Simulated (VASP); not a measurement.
# CuO (Tenorite) (Cc) in VASP: further runs

Aim: see how the results for CuO (Tenorite) move with the level of theory and the settings. Levels: PBEsol, RPBE. Tasks: single point.

All numbers are computed with VASP 6.6.1; they aren't measurements. Logs are shortened: lines on timing, memory, paths and dates and some standing lists are left out, and cuts for length are marked.

### Step 1. The cell of the first run

It takes space group Cc (No. 9, monoclinic). The conventional cell has a = 4.783 Å, b = 3.495 Å, c = 5.135 Å, α = 90.00°, β = 99.84°, γ = 90.00°. Within 2.6 Å of Cu (site symmetry 1) lie 4 O at 1.93 to 2.04 Å. O (site symmetry 1) has 4 Cu at 1.93 to 2.04 Å within 2.6 Å.

### Step 2. Single point, PBEsol

File INCAR:

```
SYSTEM = CuO
  PREC = Accurate
  ENCUT = 700
  EDIFF = 1E-6
  ISMEAR = -1
  SIGMA = 0.05
  LREAL = .False.
  LASPH = .True.
  NELM = 120
  ALGO = Normal
  ISIF = 2
  LWAVE = .False.
  LCHARG = .False.
  GGA = PS
  NBANDS = 33
  GGA_COMPAT = .False.
```

File KPOINTS:

```
regular mesh
0
Gamma
  8 8 5
  0 0 0
```

File POSCAR:

```
CuO
1.0
    2.3915430000     -1.7476680000      0.0000000000
    2.3915430000      1.7476680000      0.0000000000
   -0.8777654423      0.0000000000      5.0594363927
Cu O
2 2
Direct
    0.4968000000      0.0032000000      0.5000000000
    0.0032000000      0.4968000000      0.0000000000
    0.4056000000      0.5714000000      0.7537000000
    0.5714000000      0.4056000000      0.2537000000
```

Potentials or basis: VASP PAW PBE potentials, release 64 (Cu_sv_GW, O).

Started as:

```console
cat potpaw_PBE.64/Cu_sv_GW/POTCAR potpaw_PBE.64/O/POTCAR > POTCAR
mpirun -np 1 vasp_std > vasp.out
```

OUTCAR:

```text
SYSTEM = CuO
   PREC = Accurate
   ENCUT = 700
   EDIFF = 1E-6
   ISMEAR = -1
   LREAL = .False.
   LASPH = .True.
   NELM = 120
   ISIF = 2
   GGA = PS

 ion  position               nearest neighbor table
   1  0.497  0.003  0.500-   4 1.93   3 1.95   4 2.00   3 2.04
   2  0.003  0.497  0.000-   3 1.93   4 1.95   3 2.00   4 2.04
   3  0.406  0.571  0.754-   2 1.93   1 1.95   2 2.00   1 2.04
   4  0.571  0.406  0.254-   1 1.93   2 1.95   1 2.00   2 2.04

  LATTYP: Found a base centered monoclinic cell.
 ALAT       =     4.7830860000
 B/A-ratio  =     0.7307700510
 C/A-ratio  =     1.0735776025
 COS(beta)  =    -0.1709373027

  Lattice vectors:

 A1 = (   2.3915430000,  -1.7476680000,   0.0000000000)
 A2 = (   2.3915430000,   1.7476680000,   0.0000000000)
 A3 = (  -0.8777654423,   0.0000000000,   5.0594363927)

Analysis of symmetry for initial positions (statically):
=====================================================================
 Subroutine PRICEL returns:
 Original cell was already a primitive cell.

 Routine SETGRP: Setting up the symmetry group for a
 base centered monoclinic supercell.

 Subroutine GETGRP returns: Found  2 space group operations
 (whereof  1 operations were pure point group operations)
 out of a pool of  4 trial point group operations.

The static configuration has the point symmetry C_1 .
 The point group associated with its full space group is C_1h.

Analysis of symmetry for dynamics (positions and initial velocities):
=====================================================================
 Subroutine PRICEL returns:
 Original cell was already a primitive cell.

 Routine SETGRP: Setting up the symmetry group for a
 base centered monoclinic supercell.

 Subroutine GETGRP returns: Found  2 space group operations
 (whereof  1 operations were pure point group operations)
 out of a pool of  4 trial point group operations.

The dynamic configuration has the point symmetry C_1 .
 The point group associated with its full space group is C_1h.

 Subroutine INISYM returns: Found  2 space group operations
 (whereof  1 operations are pure point group operations),
 and found     1 'primitive' translations

----------------------------------------------------------------------------------------

                                     Primitive cell

  volume of cell :      42.2931

  direct lattice vectors                    reciprocal lattice vectors
     2.391543000 -1.747668000  0.000000000     0.209070044 -0.286095528  0.036271720
     2.391543000  1.747668000  0.000000000     0.209070044  0.286095528  0.036271720
    -0.877765442  0.000000000  5.059436393     0.000000000  0.000000000  0.197650474

  length of vectors
     2.962063699  2.962063699  5.135014000     0.356197378  0.356197378  0.197650474

  position of ions in fractional coordinates (direct lattice)
     0.496800000  0.003200000  0.500000000
     0.003200000  0.496800000  0.000000000
     0.405600000  0.571400000  0.753700000
     0.571400000  0.405600000  0.253700000

  ion indices of the primitive-cell ions
   primitive index   ion index
                 1           1
                 2           2
                 3           3
                 4           4

----------------------------------------------------------------------------------------

 KPOINTS: regular mesh

Automatic generation of k-mesh.
 Grid dimensions read from file:
 generate k-points for:    8    8    5

 Generating k-lattice:

  Cartesian coordinates                     Fractional coordinates (reciprocal lattice)
     0.026133755 -0.035761941  0.004533965     0.125000000  0.000000000  0.000000000
     0.026133755  0.035761941  0.004533965     0.000000000  0.125000000  0.000000000
     0.000000000  0.000000000  0.039530095     0.000000000  0.000000000  0.200000000

  Length of vectors
     0.044524672  0.044524672  0.039530095

  Shift w.r.t. Gamma in fractional coordinates (k-lattice)
     0.000000000  0.000000000  0.000000000

 Subroutine IBZKPT returns following result:
 ===========================================

 Found     93 irreducible k-points:

 Following reciprocal coordinates:
            Coordinates               Weight
  0.000000  0.000000  0.000000      1.000000
  0.125000  0.000000  0.000000      4.000000
  0.250000  0.000000  0.000000      4.000000
  0.375000  0.000000  0.000000      4.000000
  0.500000  0.000000  0.000000      2.000000
  0.125000  0.125000  0.000000      2.000000
[... 16 lines left out ...]
  0.125000  0.000000  0.200000      4.000000
  0.250000  0.000000  0.200000      4.000000
 [... further k-points ...]
   k-points           NKPTS =     93   k-points in BZ     NKDIM =     93   number of bands    NBANDS=     33
   number of dos      NEDOS =    301   number of ions     NIONS =      4
   total plane-waves  NPLWV =  37632
   dimension x,y,z NGX =    28 NGY =   28 NGZ =   48
   dimension x,y,z NGXF=    56 NGYF=   56 NGZF=   96
   ions per type =               2   2
   NGX,Y,Z   is equivalent  to a cutoff of  15.72, 15.72, 15.54 a.u.
   NGXF,Y,Z  is equivalent  to a cutoff of  31.43, 31.43, 31.08 a.u.
 SYSTEM =  CuO
   PREC   = accura    normal or accurate (medium, high low for compatibility)
   ISTART =      0    job   : 0-new  1-cont  2-samecut
   ICHARG =      2    charge: 1-file 2-atom 10-const
   ISPIN  =      1    spin polarized calculation?
   LNONCOLLINEAR =      F non collinear calculations
   LSORBIT =      F    spin-orbit coupling
   LASPH  =      T    aspherical Exc in radial PAW
   ENCUT  =  700.0 eV  51.45 Ry    7.17 a.u.   6.39  6.39 11.08*2*pi/ulx,y,z
   NELM   =    120;   NELMIN=  2; NELMDL= -5     # of ELM steps
   EDIFF  = 0.1E-05   stopping-criterion for ELM
   LREAL  =      F    real-space projection
   EDIFFG = 0.1E-04   stopping-criterion for IOM
   NSW    =      0    number of steps for IOM
   IBRION =     -1    ionic relax: 0-MD 1-quasi-New 2-CG
   NFREE  =      0    steps in history (QN), initial steepest desc. (CG)
   ISIF   =      2    stress and relaxation
   ISYM   =      2    0-nonsym 1-usesym 2-fastsym
   POTIM  = 0.5000    time-step for ionic-motion
   TEBEG  =    0.0;   TEEND  =   0.0 temperature during run
   PSTRESS=    0.0 pullay stress
   NELECT =      50.0000    total number of electrons
   NUPDOWN=      -1.0000    fix difference up-down
   EMIN   =  10.00;   EMAX   =-10.00  energy-range for DOS
   EFERMI =   0.00;   METHOD = LEGACY
   ISMEAR =    -1;   SIGMA  =   0.05  broadening in eV -4-tet -1-fermi 0-gaus
   EFERMI_NEDOS =   21; number of points for ismear=-14 and -15
   IALGO  =     38    algorithm
   IMIX   =      4    mixing-type and parameters
     AMIX     =   0.40;   BMIX     =  1.00
     AMIX_MAG =   1.60;   BMIX_MAG =  1.00
  volume/ion in A,a.u.               =      10.57        71.35
  Fermi-wavevector in a.u.,A,eV,Ry     =   1.731045  3.271201 40.770096  2.996518
  Thomas-Fermi vector in A             =   2.805486
   LORBIT       =      0    0 simple, 1 ext, 2 COOP (PROOUT), +10 PAW based schemes
   GGA     = PS    functional components
   LHFCALC =     F    Hartree Fock is set to
   AEXX    =    0.0000 exact exchange contribution
   IVDW    =     0    specifies the selected vdW correction
   LEPSILON=     F    determine dielectric tensor
   LRPA    =     F    only Hartree local field effects (RPA)
 non-spin polarized calculation
  energy-cutoff  :      700.00
  volume of cell :       42.29
 maximum number of plane-waves:      1799
 NGX is ok and might be reduce to    28
   NGX = 13   NGY = 13   NGZ = 23

 number of electron      49.9999986 magnetization

 Free energy of the ion-electron system (eV)
  ---------------------------------------------------
  ext. energy  EPLUGINS =         0.00000000
  ---------------------------------------------------
  free energy    TOTEN  =       -21.43398658 eV

  energy without entropy =      -21.41696970  energy(sigma->0) =      -21.42547814

 E-fermi :   5.0315     XC(G=0): -12.2978

 val. band max:        5.0223784662   @ k =  -0.2500   0.0000   0.2000
 cond. band min:       5.0461135913   @ k =  -0.3750   0.3750   0.4000
 fundamental gap:      0.0237351251
 Fermi energy:         5.0315258438

 k-point     1 :       0.0000    0.0000    0.0000
  band No.  band energies     occupation
      1    -107.0982      2.00000
      2    -107.0976      2.00000
      3     -64.7862      2.00000
      4     -64.7861      2.00000
      5     -64.7611      2.00000
      6     -64.7523      2.00000
[... 25 lines left out ...]
     32      20.9176      0.00000
     33      21.6384      0.00000

 k-point     2 :       0.1250    0.0000    0.0000
  band No.  band energies     occupation
      1    -107.0982      2.00000
      2    -107.0978      2.00000
      3     -64.7877      2.00000
      4     -64.7864      2.00000
      5     -64.7607      2.00000
      6     -64.7530      2.00000
[... 25 lines left out ...]
     32      20.2086      0.00000
     33      21.4202      0.00000

 k-point     3 :       0.2500    0.0000    0.0000
  band No.  band energies     occupation
      1    -107.0978      2.00000
      2    -107.0976      2.00000
      3     -64.7912      2.00000
      4     -64.7864      2.00000
      5     -64.7596      2.00000
      6     -64.7538      2.00000
[... 25 lines left out ...]
     32      19.0218      0.00000
     33      21.2311      0.00000

 k-point     4 :       0.3750    0.0000    0.0000
  band No.  band energies     occupation
      1    -107.0974      2.00000
      2    -107.0973      2.00000
      3     -64.7946      2.00000
      4     -64.7864      2.00000
      5     -64.7583      2.00000
      6     -64.7548      2.00000
[... 25 lines left out ...]
     32      17.8091      0.00000
     33      20.5318      0.00000

 k-point     5 :       0.5000    0.0000    0.0000
  band No.  band energies     occupation
      1    -107.0972      2.00000
      2    -107.0971      2.00000
      3     -64.7959      2.00000
      4     -64.7863      2.00000
      5     -64.7569      2.00000
      6     -64.7557      2.00000
[... 604 lines left out ...]
 k-point    22 :       0.0000    0.0000    0.2000
  band No.  band energies     occupation
      1    -107.0984      2.00000
      2    -107.0977      2.00000
      3     -64.7862      2.00000
      4     -64.7862      2.00000
      5     -64.7601      2.00000
      6     -64.7538      2.00000
[... 25 lines left out ...]
     32      19.9498      0.00000
     33      21.6737      0.00000

 k-point    23 :       0.1250    0.0000    0.2000
  band No.  band energies     occupation
      1    -107.0983      2.00000
      2    -107.0979      2.00000
      3     -64.7878      2.00000
      4     -64.7865      2.00000
      5     -64.7600      2.00000
      6     -64.7542      2.00000
[... 25 lines left out ...]
     32      19.7821      0.00000
     33      20.6686      0.00000

 k-point    24 :       0.2500    0.0000    0.2000
  band No.  band energies     occupation
      1    -107.0978      2.00000
      2    -107.0978      2.00000
      3     -64.7913      2.00000
      4     -64.7864      2.00000
      5     -64.7592      2.00000
      6     -64.7548      2.00000
[... 25 lines left out ...]
     32      19.4905      0.00000
     33      20.1712      0.00000

 [... further k-points ...]
[... 5 lines left out ...]
  --------------------------------------------------------------------------------------
  -------------------------------------------------------------------------------------
  Total       -3.4100158     -2.1372922     -3.2391886      0.0000000      0.0000000     -0.0824083
  in kB     -129.1807238    -80.9664725   -122.7093195      0.0000000      0.0000000     -3.1218506
  external PRESSURE =    -110.9521719 kB  Pullay stress =       0.0000000 kB

 VOLUME and BASIS-vectors are now :
 -----------------------------------------------------------------------------
  energy-cutoff  :      700.00
  volume of cell :       42.29
      direct lattice vectors                 reciprocal lattice vectors
     2.391543000 -1.747668000  0.000000000     0.209070044 -0.286095528  0.036271720
     2.391543000  1.747668000  0.000000000     0.209070044  0.286095528  0.036271720
    -0.877765442  0.000000000  5.059436393     0.000000000  0.000000000  0.197650474

 POSITION                                       TOTAL-FORCE (eV/Angst)
 -----------------------------------------------------------------------------------
      0.75689     -0.86265      2.52972        -0.534785     -0.273526      0.194241
      1.19577      0.86265      0.00000        -0.534785      0.273526      0.194241
      1.67497      0.28976      3.81330         0.534785     -0.480883     -0.194241
      2.11385     -0.28976      1.28358         0.534785      0.480883     -0.194241
 -----------------------------------------------------------------------------------
    total drift:                               -0.000431      0.000000      0.000241

  FREE ENERGIE OF THE ION-ELECTRON SYSTEM (eV)
  ---------------------------------------------------
  free  energy   TOTEN  =       -21.4339865849 eV

  energy  without entropy=      -21.4169696956  energy(sigma->0) =      -21.42547814
```

Run time: 3 min. Hardware: 1 thread of Intel Xeon Platinum 8375C at 2.90GHz (Ice Lake), shared host; peak memory 0.33 GiB.

What came out:

```yaml
Free_energy: -21.4340 eV
Pressure: -11.1 GPa
Largest_force: 0.745 eV/Å
Band_gap_on_the_k_mesh: zero (band 25 reaches 5.25 eV, above the bottom of band 26 at 4.77 eV)
```

Forces in eV/Å, atoms in the order of the input:
```
Cu  -0.535 -0.274  0.194
Cu  -0.535  0.274  0.194
O    0.535 -0.481 -0.194
O    0.535  0.481 -0.194
```

Caveat: the PAW data sets were made with another functional, which shifts forces and pressure a little; semilocal functionals often make such compounds metallic where correlation or magnetic order opens a gap, which also shifts bond lengths. With open d or f shells a metallic result of PBEsol can be an artefact of self-interaction; +U or a hybrid may open a gap.

### Step 3. Single point, RPBE

This run uses another cell than the first one, of 9.55 Å³/atom, 0.903 times its volume.

File INCAR:

```
SYSTEM = CuO
PREC = Accurate
ENCUT = 700
EDIFF = 1E-6
ISMEAR = -1
SIGMA = 0.05
LREAL = .FALSE.
LASPH = .TRUE.
NELM = 120
ALGO = Normal
ISIF = 2
LWAVE = .FALSE.
LCHARG = .TRUE.
GGA = RP
LELF = .TRUE.
LVHAR = .TRUE.
NBANDS = 33
GGA_COMPAT = .FALSE.
```

File KPOINTS:

```
Automatic mesh
0
G
  10 10 5
  0 0 0
```

File POSCAR:

```
CuO
1.0
    2.2967865698     -1.6784228387      0.0000000000
    2.2967865698      1.6784228387      0.0000000000
   -0.8429870921      0.0000000000      4.9561536082
Cu O
2 2
Direct
    0.4968000000      0.0032000000      0.5000000000
    0.0032000000      0.4968000000      0.0000000000
    0.4056000000      0.5714000000      0.7537000000
    0.5714000000      0.4056000000      0.2537000000
```

Potentials or basis: VASP PAW PBE potentials, release 64 (Cu_sv_GW, O).

Started as:

```console
cat potpaw_PBE.64/Cu_sv_GW/POTCAR potpaw_PBE.64/O/POTCAR > POTCAR
mpirun -np 1 vasp_std > vasp.out
```

Wall time 3.1 min (1 thread of Intel Xeon 6975P-C (Granite Rapids), shared host); peak memory 0.38 GiB.

The run converged. Its results:

| Item | Value |
| --- | --- |
| Free energy | -17.5805 eV |
| Pressure | 21.8 GPa |
| Largest force | 0.993 eV/Å |
| Band gap on the k mesh | zero (band 25 reaches 7.02 eV, above the bottom of band 26 at 6.43 eV) |

Forces on the atoms (eV/Å):
```
Cu  -0.805 -0.482  0.326
Cu  -0.805  0.482  0.326
O    0.805 -0.022 -0.326
O    0.805  0.022 -0.326
```

Stress tensor (GPa, compression positive):
```
22.48  0.00 -4.12
 0.00 18.94  0.00
-4.12  0.00 24.08
```

Levels at points of the mesh, in eV from the Fermi level:
```
           k point  band 22  band 23  band 24  band 25  band 26  band 27  band 28  band 29
(0.00, 0.00, 0.00)    -2.42    -2.33    -1.79     0.21     0.97     1.92     6.10     8.54
(0.50, 0.00, 0.00)    -1.75    -1.65    -1.53    -0.03     0.29     4.88     6.57     7.23
(0.50, 0.50, 0.00)    -2.31    -1.72    -1.33    -0.72     1.13     3.20     7.30     8.66
```

Caveat: the PAW data sets were made with another functional, which shifts forces and pressure a little; semilocal functionals often make such compounds metallic where correlation or magnetic order opens a gap, which also shifts bond lengths.

(Continued in part 2 of 2.)
